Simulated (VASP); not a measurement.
# Bi (P2_1/m) in VASP: a series of runs

Bi is run at these levels: PBEsol; tasks: single point.

All numbers are computed with VASP 6.6.1; they aren't measurements. Logs are shortened: lines on timing, memory, paths and dates and some standing lists are left out, and cuts for length are marked.

## (1) The cell of the first run

Symmetry: P2_1/m, No. 11, monoclinic system. The conventional cell has a = 4.658 Å, b = 4.526 Å, c = 6.521 Å, α = 90.00°, β = 93.04°, γ = 90.00°. Bi (site symmetry m) has 6 Bi at 3.24 to 3.26 Å within 4.3 Å. Bi (site symmetry m) has 6 Bi at 3.24 to 3.26 Å within 4.3 Å.

## (2) Single point, PBEsol

Input file INCAR:

```
PREC = Accurate
ENCUT = 520
EDIFF = 1E-6
ISMEAR = -1
SIGMA = 0.05
LREAL = F
LASPH = T
NELM = 60
ALGO = Fast
ISIF = 2
LWAVE = F
LCHARG = T
GGA = PS
LELF = T
LVHAR = T
NBANDS = 38
```

Input file KPOINTS:

```
Automatic mesh
0
Gamma
  6 6 4
```

Input file POSCAR:

```
Bi
1.0
    4.6584121839      0.0000000000      0.0000000000
    0.0000000000      4.5263885800      0.0000000000
   -0.3459734563      0.0000000000      6.5119480672
Bi
4
Direct
    0.2513749200      0.2500000000      0.7487333800
    0.7486250800      0.7500000000      0.2512666200
    0.2498876900      0.2500000000      0.2488803300
    0.7501123100      0.7500000000      0.7511196700
```

Potentials or basis: VASP PAW PBE potentials, release 64 (Bi_d).

Run with:

```console
cat potpaw_PBE.64/Bi_d/POTCAR > POTCAR
mpirun -np 1 vasp_std > vasp.out
```

OUTCAR:

```text
PREC = Accurate
   ENCUT = 520
   EDIFF = 1E-6
   ISMEAR = -1
   LREAL = F
   LASPH = T
   NELM = 60
   ISIF = 2
   GGA = PS

 ion  position               nearest neighbor table
   1  0.251  0.250  0.749-   4 3.24   4 3.24   4 3.25   4 3.25   3 3.26   3 3.26
   2  0.749  0.750  0.251-   3 3.24   3 3.24   3 3.25   3 3.25   4 3.26   4 3.26
   3  0.250  0.250  0.249-   2 3.24   2 3.24   2 3.25   2 3.25   1 3.26   1 3.26
   4  0.750  0.750  0.751-   1 3.24   1 3.24   1 3.25   1 3.25   2 3.26   2 3.26

  LATTYP: Found a simple monoclinic cell.
 ALAT       =     4.6584121839
 B/A-ratio  =     0.9716590978
 C/A-ratio  =     1.3998615729
 COS(beta)  =    -0.0530542006

  Lattice vectors:

 A1 = (   4.6584121839,   0.0000000000,   0.0000000000)
 A2 = (   0.0000000000,   4.5263885800,   0.0000000000)
 A3 = (  -0.3459734563,   0.0000000000,   6.5119480672)

Analysis of symmetry for initial positions (statically):
=====================================================================
 Subroutine PRICEL returns:
 Original cell was already a primitive cell.

 Routine SETGRP: Setting up the symmetry group for a
 simple monoclinic supercell.

 Subroutine GETGRP returns: Found  4 space group operations
 (whereof  2 operations were pure point group operations)
 out of a pool of  4 trial point group operations.

The static configuration has the point symmetry S_2 .
 The point group associated with its full space group is C_2h.

Analysis of symmetry for dynamics (positions and initial velocities):
=====================================================================
 Subroutine PRICEL returns:
 Original cell was already a primitive cell.

 Routine SETGRP: Setting up the symmetry group for a
 simple monoclinic supercell.

 Subroutine GETGRP returns: Found  4 space group operations
 (whereof  2 operations were pure point group operations)
 out of a pool of  4 trial point group operations.

The dynamic configuration has the point symmetry S_2 .
 The point group associated with its full space group is C_2h.

 Subroutine INISYM returns: Found  4 space group operations
 (whereof  2 operations are pure point group operations),
 and found     1 'primitive' translations

----------------------------------------------------------------------------------------

                                     Primitive cell

  volume of cell :     137.3095

  direct lattice vectors                    reciprocal lattice vectors
     4.658412184  0.000000000  0.000000000     0.214665418  0.000000000  0.011404965
     0.000000000  4.526388580  0.000000000     0.000000000  0.220926680  0.000000000
    -0.345973456  0.000000000  6.511948067     0.000000000  0.000000000  0.153563878

  length of vectors
     4.658412184  4.526388580  6.521132207     0.214968172  0.220926680  0.153563878

  position of ions in fractional coordinates (direct lattice)
     0.251374920  0.250000000  0.748733380
     0.748625080  0.750000000  0.251266620
     0.249887690  0.250000000  0.248880330
     0.750112310  0.750000000  0.751119670

  ion indices of the primitive-cell ions
   primitive index   ion index
                 1           1
                 2           2
                 3           3
                 4           4

----------------------------------------------------------------------------------------

 KPOINTS: Automatic mesh

Automatic generation of k-mesh.
 Grid dimensions read from file:
 generate k-points for:    6    6    4

 Generating k-lattice:

  Cartesian coordinates                     Fractional coordinates (reciprocal lattice)
     0.035777570  0.000000000  0.001900827     0.166666667  0.000000000 -0.000000000
     0.000000000  0.036821113  0.000000000     0.000000000  0.166666667  0.000000000
     0.000000000  0.000000000  0.038390970     0.000000000  0.000000000  0.250000000

  Length of vectors
     0.035828029  0.036821113  0.038390970

  Shift w.r.t. Gamma in fractional coordinates (k-lattice)
     0.000000000  0.000000000  0.000000000

 Subroutine IBZKPT returns following result:
 ===========================================

 Found     56 irreducible k-points:

 Following reciprocal coordinates:
            Coordinates               Weight
  0.000000  0.000000  0.000000      1.000000
  0.166667  0.000000 -0.000000      2.000000
  0.333333  0.000000 -0.000000      2.000000
  0.500000  0.000000 -0.000000      1.000000
  0.000000  0.166667  0.000000      2.000000
  0.166667  0.166667 -0.000000      4.000000
[... 16 lines left out ...]
  0.000000  0.166667  0.250000      4.000000
  0.166667  0.166667  0.250000      4.000000
 [... further k-points ...]
   k-points           NKPTS =     56   k-points in BZ     NKDIM =     56   number of bands    NBANDS=     38
   number of dos      NEDOS =    301   number of ions     NIONS =      4
   total plane-waves  NPLWV =  62208
   dimension x,y,z NGX =    36 NGY =   36 NGZ =   48
   dimension x,y,z NGXF=    72 NGYF=   72 NGZF=   96
   ions per type =               4
   NGX,Y,Z   is equivalent  to a cutoff of  12.85, 13.22, 12.24 a.u.
   NGXF,Y,Z  is equivalent  to a cutoff of  25.69, 26.44, 24.47 a.u.
 SYSTEM =  unknown system
   PREC   = accura    normal or accurate (medium, high low for compatibility)
   ISTART =      0    job   : 0-new  1-cont  2-samecut
   ICHARG =      2    charge: 1-file 2-atom 10-const
   ISPIN  =      1    spin polarized calculation?
   LNONCOLLINEAR =      F non collinear calculations
   LSORBIT =      F    spin-orbit coupling
   LASPH  =      T    aspherical Exc in radial PAW
   ENCUT  =  520.0 eV  38.22 Ry    6.18 a.u.   8.66  8.42 12.12*2*pi/ulx,y,z
   NELM   =     60;   NELMIN=  2; NELMDL= -5     # of ELM steps
   EDIFF  = 0.1E-05   stopping-criterion for ELM
   LREAL  =      F    real-space projection
   EDIFFG = 0.1E-04   stopping-criterion for IOM
   NSW    =      0    number of steps for IOM
   IBRION =     -1    ionic relax: 0-MD 1-quasi-New 2-CG
   NFREE  =      0    steps in history (QN), initial steepest desc. (CG)
   ISIF   =      2    stress and relaxation
   ISYM   =      2    0-nonsym 1-usesym 2-fastsym
   POTIM  = 0.5000    time-step for ionic-motion
   TEBEG  =    0.0;   TEEND  =   0.0 temperature during run
   PSTRESS=    0.0 pullay stress
   NELECT =      60.0000    total number of electrons
   NUPDOWN=      -1.0000    fix difference up-down
   EMIN   =  10.00;   EMAX   =-10.00  energy-range for DOS
   EFERMI =   0.00;   METHOD = LEGACY
   ISMEAR =    -1;   SIGMA  =   0.05  broadening in eV -4-tet -1-fermi 0-gaus
   EFERMI_NEDOS =   21; number of points for ismear=-14 and -15
   IALGO  =     68    algorithm
   IMIX   =      4    mixing-type and parameters
     AMIX     =   0.40;   BMIX     =  1.00
     AMIX_MAG =   1.60;   BMIX_MAG =  1.00
  volume/ion in A,a.u.               =      34.33       231.65
  Fermi-wavevector in a.u.,A,eV,Ry     =   1.242296  2.347599 20.997856  1.543299
  Thomas-Fermi vector in A             =   2.376656
   LORBIT       =      0    0 simple, 1 ext, 2 COOP (PROOUT), +10 PAW based schemes
   GGA     = PS    functional components
   LHFCALC =     F    Hartree Fock is set to
   AEXX    =    0.0000 exact exchange contribution
   IVDW    =     0    specifies the selected vdW correction
   LEPSILON=     F    determine dielectric tensor
   LRPA    =     F    only Hartree local field effects (RPA)
 non-spin polarized calculation
 RMM-DIIS sequential band-by-band and
  energy-cutoff  :      520.00
  volume of cell :      137.31
 maximum number of plane-waves:      3737
 NGX is ok and might be reduce to    36
   NGX = 17   NGY = 17   NGZ = 25

 number of electron      60.0000001 magnetization

 Free energy of the ion-electron system (eV)
  ---------------------------------------------------
  ext. energy  EPLUGINS =         0.00000000
  ---------------------------------------------------
  free energy    TOTEN  =       -17.05368762 eV

  energy without entropy =      -17.02967977  energy(sigma->0) =      -17.04168369

 E-fermi :   6.4267     XC(G=0):  -9.8522

 val. band max:        6.4230732986   @ k =  -0.1667   0.3333   0.2500
 cond. band min:       6.4456727841   @ k =   0.5000   0.0000   0.5000
 fundamental gap:      0.0225994854
 Fermi energy:         6.4267296366

 k-point     1 :       0.0000    0.0000    0.0000
  band No.  band energies     occupation
      1     -16.4587      2.00000
      2     -16.4469      2.00000
      3     -16.4456      2.00000
      4     -16.3247      2.00000
      5     -16.3138      2.00000
      6     -16.3036      2.00000
[... 30 lines left out ...]
     37      11.5020      0.00000
     38      11.9850      0.00000

 k-point     2 :       0.1667    0.0000   -0.0000
  band No.  band energies     occupation
      1     -16.4364      2.00000
      2     -16.4305      2.00000
      3     -16.4179      2.00000
      4     -16.3149      2.00000
      5     -16.3077      2.00000
      6     -16.3033      2.00000
[... 30 lines left out ...]
     37      11.2507      0.00000
     38      12.1377      0.00000

 k-point     3 :       0.3333    0.0000   -0.0000
  band No.  band energies     occupation
      1     -16.4085      2.00000
      2     -16.3524      2.00000
      3     -16.3410      2.00000
      4     -16.3370      2.00000
      5     -16.2842      2.00000
      6     -16.2789      2.00000
[... 30 lines left out ...]
     37      11.6020      0.00000
     38      12.0297      0.00000

 k-point     4 :       0.5000    0.0000   -0.0000
  band No.  band energies     occupation
      1     -16.3732      2.00000
      2     -16.3705      2.00000
      3     -16.2609      2.00000
      4     -16.2594      2.00000
      5     -16.2577      2.00000
      6     -16.2552      2.00000
[... 30 lines left out ...]
     37      12.1779      0.00000
     38      12.1937      0.00000
[... 703 lines left out ...]
      4     -16.3088      2.00000
      5     -16.3006      2.00000
      6     -16.2849      2.00000
[... 30 lines left out ...]
     37      10.7064      0.00000
     38      11.3035      0.00000

 k-point    23 :       0.0000    0.1667    0.2500
  band No.  band energies     occupation
      1     -16.4289      2.00000
      2     -16.4199      2.00000
      3     -16.3975      2.00000
      4     -16.3080      2.00000
      5     -16.3000      2.00000
      6     -16.2845      2.00000
[... 30 lines left out ...]
     37      11.0115      0.00000
     38      11.3663      0.00000

 k-point    24 :       0.1667    0.1667    0.2500
  band No.  band energies     occupation
      1     -16.4262      2.00000
      2     -16.4012      2.00000
      3     -16.3668      2.00000
      4     -16.2957      2.00000
      5     -16.2934      2.00000
      6     -16.2872      2.00000
[... 30 lines left out ...]
     37      11.0031      0.00000
     38      11.4301      0.00000

 [... further k-points ...]
[... 5 lines left out ...]
  --------------------------------------------------------------------------------------
  -------------------------------------------------------------------------------------
  Total       -1.9335417     -1.3972095     -0.5439260      0.0000000      0.0000000      0.2257719
  in kB      -22.5612649    -16.3031470     -6.3467252      0.0000000      0.0000000      2.6343887
  external PRESSURE =     -15.0703791 kB  Pullay stress =       0.0000000 kB

 VOLUME and BASIS-vectors are now :
 -----------------------------------------------------------------------------
  energy-cutoff  :      520.00
  volume of cell :      137.31
      direct lattice vectors                 reciprocal lattice vectors
     4.658412184  0.000000000  0.000000000     0.214665418  0.000000000  0.011404965
     0.000000000  4.526388580  0.000000000     0.000000000  0.220926680  0.000000000
    -0.345973456  0.000000000  6.511948067     0.000000000  0.000000000  0.153563878

 POSITION                                       TOTAL-FORCE (eV/Angst)
 -----------------------------------------------------------------------------------
      0.91197      1.13160      4.87571        -0.000528      0.000000      0.000168
      3.40047      3.39479      1.63624         0.000528      0.000000     -0.000168
      1.07797      1.13160      1.62070        -0.001016     -0.000000      0.002454
      3.23446      3.39479      4.89125         0.001016      0.000000     -0.002454
 -----------------------------------------------------------------------------------
    total drift:                                0.000000      0.000000      0.000000

  FREE ENERGIE OF THE ION-ELECTRON SYSTEM (eV)
  ---------------------------------------------------
  free  energy   TOTEN  =       -17.0536876163 eV

  energy  without entropy=      -17.0296797728  energy(sigma->0) =      -17.04168369
```

Run time: 1.9 min. Hardware: 1 thread of Intel Xeon 6975P-C (Granite Rapids), shared host; peak memory 0.37 GiB.

What came out:

```yaml
Free_energy: -17.0537 eV
Pressure: -1.5 GPa
Band_gap_on_the_k_mesh: zero (band 30 reaches 6.55 eV, above the bottom of band 31 at 6.21 eV)
```

Forces on the atoms (eV/Å):
```
Bi  -0.001  0.000  0.000
Bi   0.001  0.000  0.000
Bi  -0.001  0.000  0.002
Bi   0.001  0.000 -0.002
```

Stress tensor (GPa, compression positive):
```
-2.26  0.00  0.26
 0.00 -1.63  0.00
 0.26  0.00 -0.63
```

Levels at points of the mesh, in eV from the Fermi level:
| k point | band 26 | band 27 | band 28 | band 29 | band 30 | band 31 | band 32 | band 33 | band 34 | band 35 |
| --- | --- | --- | --- | --- | --- | --- | --- | --- | --- | --- |
| (0.00, 0.00, 0.00) | -3.24 | -2.95 | -1.71 | -1.21 | -1.10 | 2.70 | 3.04 | 3.14 | 3.31 | 4.94 |
| (0.50, 0.00, 0.00) | -3.44 | -0.98 | -0.97 | -0.85 | -0.82 | 0.96 | 1.01 | 1.05 | 1.06 | 4.61 |
| (0.00, 0.50, 0.00) | -3.40 | -1.20 | -1.20 | -1.01 | -1.01 | 0.77 | 0.77 | 0.82 | 0.82 | 4.73 |
| (0.50, 0.50, 0.00) | -4.98 | -3.30 | -3.30 | -2.90 | -2.90 | 2.70 | 2.70 | 4.90 | 4.90 | 5.10 |
| (0.00, 0.00, 0.50) | -2.51 | -2.21 | -2.21 | -1.83 | -1.83 | 2.02 | 2.03 | 3.47 | 3.47 | 3.90 |
| (0.50, 0.00, 0.50) | -0.59 | -0.24 | -0.24 | -0.18 | -0.17 | -0.12 | -0.11 | 0.02 | 0.02 | 0.04 |
| (0.00, 0.50, 0.50) | -0.55 | -0.55 | -0.55 | -0.22 | -0.22 | -0.21 | -0.21 | -0.13 | -0.13 | -0.12 |
| (0.50, 0.50, 0.50) | -4.22 | -4.22 | -4.22 | 0.13 | 0.13 | 0.13 | 0.13 | 5.37 | 5.37 | 5.37 |

Caveat: the PAW data sets were made with another functional, which shifts forces and pressure a little; spin-orbit coupling is left out, which moves the levels of the heavy elements.

## (3) Single point, PBEsol

Input file INCAR:

```
SYSTEM = Bi
PREC     = Accurate       ! precision mode
ENCUT    = 520            ! plane-wave cutoff, eV
EDIFF    = 1E-6           ! SCF threshold, eV
ISMEAR   = -1             ! smearing method
SIGMA    = 0.05           ! smearing width, eV
LREAL    = .FALSE.        ! projectors in reciprocal space
LASPH    = .TRUE.         ! aspherical terms in the spheres
NELM     = 60             ! most SCF steps
ALGO     = Fast           ! electronic algorithm
ISIF     = 2              ! what is computed and relaxed
LWAVE    = .FALSE.        ! write WAVECAR
LCHARG   = .FALSE.        ! write CHGCAR
GGA      = PS             ! functional
NBANDS   = 38             ! bands
```

Input file KPOINTS:

```
regular mesh
0
G
  6 6 4
  0 0 0
```

POSCAR is that of step 2.

Potentials or basis: VASP PAW PBE potentials, release 64 (Bi_d).

Run with:

```console
cat potpaw_PBE.64/Bi_d/POTCAR > POTCAR
mpirun -np 1 vasp_std > vasp.out
```

Wall time 1.9 min (1 thread of Intel Xeon 6975P-C (Granite Rapids), shared host); peak memory 0.36 GiB.

It converged, with:

* Free energy: -17.0537 eV
* Pressure: -1.5 GPa
* Band gap on the k mesh: zero (band 30 reaches 6.55 eV, above the bottom of band 31 at 6.21 eV)

Forces on the atoms (eV/Å):
```
Bi  -0.001  0.000  0.000
Bi   0.001  0.000  0.000
Bi  -0.001  0.000  0.002
Bi   0.001  0.000 -0.002
```

Stress tensor (GPa, compression positive):
```
-2.26  0.00  0.26
 0.00 -1.63  0.00
 0.26  0.00 -0.63
```

Levels at points of the mesh, in eV from the Fermi level:
| k point | band 27 | band 28 | band 29 | band 30 | band 31 | band 32 | band 33 | band 34 |
| --- | --- | --- | --- | --- | --- | --- | --- | --- |
| (0.00, 0.00, 0.00) | -2.95 | -1.71 | -1.21 | -1.10 | 2.70 | 3.04 | 3.14 | 3.31 |
| (0.50, 0.00, 0.00) | -0.98 | -0.97 | -0.85 | -0.82 | 0.96 | 1.01 | 1.05 | 1.06 |
| (0.00, 0.50, 0.00) | -1.20 | -1.20 | -1.01 | -1.01 | 0.77 | 0.77 | 0.82 | 0.82 |
| (0.50, 0.50, 0.00) | -3.30 | -3.30 | -2.90 | -2.90 | 2.70 | 2.70 | 4.90 | 4.90 |
| (0.00, 0.00, 0.50) | -2.21 | -2.21 | -1.83 | -1.83 | 2.02 | 2.03 | 3.47 | 3.47 |
| (0.50, 0.00, 0.50) | -0.24 | -0.24 | -0.18 | -0.17 | -0.12 | -0.11 | 0.02 | 0.02 |
| (0.00, 0.50, 0.50) | -0.55 | -0.55 | -0.22 | -0.22 | -0.21 | -0.21 | -0.13 | -0.13 |
| (0.50, 0.50, 0.50) | -4.22 | -4.22 | 0.13 | 0.13 | 0.13 | 0.13 | 5.37 | 5.37 |

Caveat: the PAW data sets were made with another functional, which shifts forces and pressure a little; spin-orbit coupling is left out, which moves the levels of the heavy elements.
